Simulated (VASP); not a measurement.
CdS, 2 atoms in the cell. The structure is trigonal, space group R3m (No. 160). The conventional cell has a = 4.157 Å, b = 4.157 Å, c = 10.339 Å, α = 90.00°, β = 90.00°, γ = 120.00°. Cd (site symmetry 3m) has 4 S at 2.56 Å within 3.4 Å. S (site symmetry 3m) has 4 Cd at 2.56 Å within 3.4 Å.  This cell differs from its parent crystal: strain along [111] +1.5%.

| Item | Value |
| --- | --- |
| Program | VASP 6.6.1 |
| Task | single point |
| Functional | r2SCAN |
| Potentials or basis | VASP PAW PBE potentials, release 64 (Cd, S) |
| Cutoff | 520 eV |
| k mesh | 8 × 8 × 8 |
| Occupations | gaussian, width 0.01 eV |
| Spin | no spin polarisation |
| Dipole correction | no |
| Further INCAR settings | ALGO = Normal; EDIFF = 1e-06; NBANDS = 16 |

Potentials or basis: VASP PAW PBE potentials, release 64 (Cd, S).

Launch:

```bash
$ cat potpaw_PBE.64/Cd/POTCAR potpaw_PBE.64/S/POTCAR > POTCAR
$ cp INCAR.step1 INCAR
$ mpirun -np 1 vasp_std > vasp.out
$ cp INCAR.step2 INCAR
$ mpirun -np 1 vasp_std > vasp.out
```

Hardware: 1 thread of Intel Xeon 8259CL, on a shared host.

Q: How long does it take, and how much memory?

A: Wall time 3.3 min on 1 thread of Intel Xeon 8259CL (shared host), peak memory 0.22 GiB. Counts: k points 65.
